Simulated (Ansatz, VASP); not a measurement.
**One calculation of SnO2, two programs**

Contents of INCAR:

```
SYSTEM = SnO2
PREC = Accurate
ENCUT = 520
EDIFF = 1E-7
ISMEAR = 0
SIGMA = 0.05
LREAL = .FALSE.
LASPH = .TRUE.
NELM = 80
ALGO = Normal
ISIF = 2
LWAVE = .FALSE.
LCHARG = .FALSE.
GGA = PE
NBANDS = 35
```

The input KPOINTS:

```
regular mesh
0
G
  6 6 8
  0 0 0
```

File POSCAR:

```
SnO2
1.0
    4.7055908175      0.0000000000      0.0000000000
    0.0000000000      4.7056041355      0.0000000000
    0.0000000000      0.0000000000      3.4082594291
Sn O
2 4
Direct
    0.5000000000      0.5000000000      0.5000000000
    0.0000000000      0.0000000000      0.0000000000
    0.2772793161      0.2773372085      0.0000000000
    0.7772793161      0.2226627915      0.5000000000
    0.2227206839      0.7773372085      0.5000000000
    0.7227206839      0.7226627915      0.0000000000
```

Input for Ansatz:

```yaml
crystal:
  lattice:
    - [4.7055908175, 0.0, 0.0]
    - [0.0, 4.7056041355, 0.0]
    - [0.0, 0.0, 3.4082594291]
  atoms:
    - { symbol: Sn, position: [0.5, 0.5, 0.5] }
    - { symbol: Sn, position: [0.0, 0.0, 0.0] }
    - { symbol: O, position: [0.2772793161, 0.2773372085, 0.0] }
    - { symbol: O, position: [0.7772793161, 0.2226627915, 0.5] }
    - { symbol: O, position: [0.2227206839, 0.7773372085, 0.5] }
    - { symbol: O, position: [0.7227206839, 0.7226627915, 0.0] }
basis:
  ecutwfc: 520.0
kpoints:
  mp_grid: { grid: [6, 6, 8] }
hamiltonian:
  xc: pbe
  pseudopotentials: { kind: paw, azcp: { folder: soft_1 } }
scf:
  occupations: { method: gaussian, width: 0.05 }
output:
  forces: true
  stress: true
  eigenvalues: true
```

Alike in both runs: task single point; functional PBE; k mesh 6 × 6 × 8; occupations gaussian, width 0.05 eV; no spin polarisation.

```csv
,VASP,Ansatz
version,VASP 6.6.1,Ansatz 0.2.0
potentials or method,"VASP PAW PBE potentials, release 64 (Sn_d, O), cutoff 520 eV","scalar-relativistic, plane waves, PAW"
valence electrons in the cell,52,52
```

Ansatz gave:

- gap on the k mesh at the Fermi level (eV): 0.64
- least direct gap on the mesh (eV): 0.64
- pressure (GPa): 9.7
- traceless stress, the component that is largest in VASP (GPa): -16.92
- rms of the force components (eV/Å): 2.073

Which values does VASP return?

gap on the k mesh at the Fermi level (eV): 0.63; least direct gap on the mesh (eV): 0.63; pressure (GPa): 10.0; traceless stress, the component that is largest in VASP (GPa): -17.09; rms of the force components (eV/Å): 2.090.

Atom by atom the forces differ by 0.017 eV/Å (rms over components).
